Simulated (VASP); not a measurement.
A run of VASP 6.6.1 is set up as follows.

Contents of INCAR:

```
SYSTEM = Al2Cu
  ALGO = Fast
  EDIFF = 1E-6
  ENCUT = 520
  GGA = PE
  ISIF = 2
  ISMEAR = 0
  LASPH = .True.
  LCHARG = .True.
  LELF = .True.
  LREAL = .False.
  LVHAR = .True.
  LWAVE = .False.
  NBANDS = 26
  NELM = 100
  PREC = Accurate
  SIGMA = 0.15
```

Contents of KPOINTS:

```
k-points
0
Gamma
  12 12 12
  0 0 0
```

Contents of POSCAR:

```
Al2Cu
1.0
   -2.9807960485      2.9807960485      2.4049931884
    2.9807960485     -2.9807960485      2.4049931884
    2.9807960485      2.9807960485     -2.4049931884
Al Cu
4 2
Direct
    0.1587211842      0.6587211842      0.8174423684
    0.6587211842      0.8412788158      0.5000000000
    0.8412788158      0.3412788158      0.1825576316
    0.3412788158      0.1587211842      0.5000000000
    0.7500000000      0.7500000000      0.0000000000
    0.2500000000      0.2500000000      0.0000000000
```

Potentials or basis: VASP PAW PBE potentials, release 64 (Al, Cu).

The run is started by

```sh
$ cat potpaw_PBE.64/Al/POTCAR potpaw_PBE.64/Cu/POTCAR > POTCAR
$ mpirun -np 1 vasp_std > vasp.out
```

Problem. What does it give for the band gap on the k mesh?

Solution. Zero (bands 17 and 18 overlap by 4.45 eV).

Problem. Estimate the pressure.

Solution. 5.6 GPa.

Problem. Predict the largest force.

Solution. 0.049 eV/Å.

Forces on the atoms (eV/Å):
```
Al  -0.035 -0.035  0.000
Al   0.035 -0.035  0.000
Al   0.035  0.035  0.000
Al  -0.035  0.035  0.000
Cu   0.000  0.000  0.000
Cu   0.000  0.000  0.000
```

Caveat: the cell differs from its parent crystal (strain -0.015 along x and y, -0.015 along z); the cell stands under pressure.
